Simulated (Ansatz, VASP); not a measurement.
# Two plane-wave programs on NaCuH2

File INCAR:

```
ALGO = Normal
EDIFF = 1E-6
ENCUT = 520
GGA = PE
ISIF = 2
ISMEAR = 0
LASPH = True
LCHARG = True
LELF = True
LREAL = False
LVHAR = True
LWAVE = False
NBANDS = 18
NELM = 100
PREC = Accurate
SIGMA = 0.1
```

File KPOINTS:

```
k-points
0
Gamma
  6 6 4
```

POSCAR

```
NaCuH2
1.0
    3.2675033000      0.0000000000      0.0000000000
   -1.6337516500      2.8297408700      0.0000000000
    0.0000000000      0.0000000000      6.4043064700
Na Cu H
1 1 2
Direct
    0.0000000000      0.0000000000      0.5000000000
    0.0000000000      0.0000000000      0.0000000000
    0.3333333300      0.6666666700      0.2500000000
    0.3333333300      0.6666666700      0.7500000000
```

Input for Ansatz:

```yaml
crystal:
  lattice:
    - [3.2675033, 0.0, 0.0]
    - [-1.63375165, 2.82974087, 0.0]
    - [0.0, 0.0, 6.40430647]
  atoms:
    - { symbol: Na, position: [0.0, 0.0, 0.5] }
    - { symbol: Cu, position: [0.0, 0.0, 0.0] }
    - { symbol: H, position: [0.33333333, 0.66666667, 0.25] }
    - { symbol: H, position: [0.33333333, 0.66666667, 0.75] }
basis:
  ecutwfc: 420
kpoints:
  mp_grid: { grid: [6, 6, 4] }
hamiltonian:
  xc: pbe
scf:
  occupations: { method: gaussian, width: 0.1 }
  lower_state_search: "off"
output:
  forces: true
  stress: true
  eigenvalues: true
```

Alike in both runs: task single point; functional PBE; k mesh 6 × 6 × 4; occupations gaussian, width 0.1 eV; no spin polarisation.

|  | VASP | Ansatz |
| --- | --- | --- |
| version | VASP 6.6.1 | Ansatz 0.2.0 |
| potentials or method | VASP PAW PBE potentials, release 64 (Na_pv, Cu, H), cutoff 520 eV | scalar-relativistic, plane waves, PAW |
| valence electrons in the cell | 20 | 30 |

Ansatz gave:

| Property | Result |
| --- | --- |
| gap on the k mesh at the Fermi level (eV) | none |
| pressure (GPa) | -8.7 |
| traceless stress, the component that is largest in VASP (GPa) | -2.82 |
| rms of the force components (eV/Å) | 0.213 |

Task: Which values does VASP return?

Result: gap on the k mesh at the Fermi level (eV): none; pressure (GPa): -8.8; traceless stress, the component that is largest in VASP (GPa): -2.84; rms of the force components (eV/Å): 0.213.

Atom by atom the forces differ by 0.000 eV/Å (rms over components). A gap of «none» marks a metal or a gap that the smearing closes. The functional is the same, so the differences come from potentials, cutoffs and numerics. VASP's potentials hold 20 valence electrons a cell and Ansatz's 30, so a difference there can come from the potentials and not from the codes.

The k mesh is coarse, so the values compare programs but aren't converged.
